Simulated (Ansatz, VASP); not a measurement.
## YN in VASP and in Ansatz

```
CELL_PARAMETERS angstrom
0.00000 2.44500 2.44500
2.44500 0.00000 2.44500
2.44500 2.44500 0.00000
ATOMIC_POSITIONS crystal
Y 0.00000 0.00000 0.00000
N 0.50000 0.50000 0.50000
```

Alike in both runs: task single point; functional PBE; k mesh 6 × 6 × 6; occupations gaussian, width 0.1 eV; no spin polarisation.

|  | VASP | Ansatz |
| --- | --- | --- |
| version | VASP 6.6.1 | Ansatz 0.2.0 |
| potentials or method | VASP PAW PBE potentials, release 64 (Y_sv, N), cutoff 600 eV | scalar-relativistic, plane waves, PAW |
| valence electrons in the cell | 16 | 16 |

Ansatz gave:

* gap on the k mesh at the Fermi level (eV): 0.18
* least direct gap on the mesh (eV): 0.57
* pressure (GPa): 1.7

**Question.** Estimate VASP's values.

**Answer.** gap on the k mesh at the Fermi level (eV): 0.18; least direct gap on the mesh (eV): 0.57; pressure (GPa): 1.5.

The functional is the same, so the differences come from potentials, cutoffs and numerics.
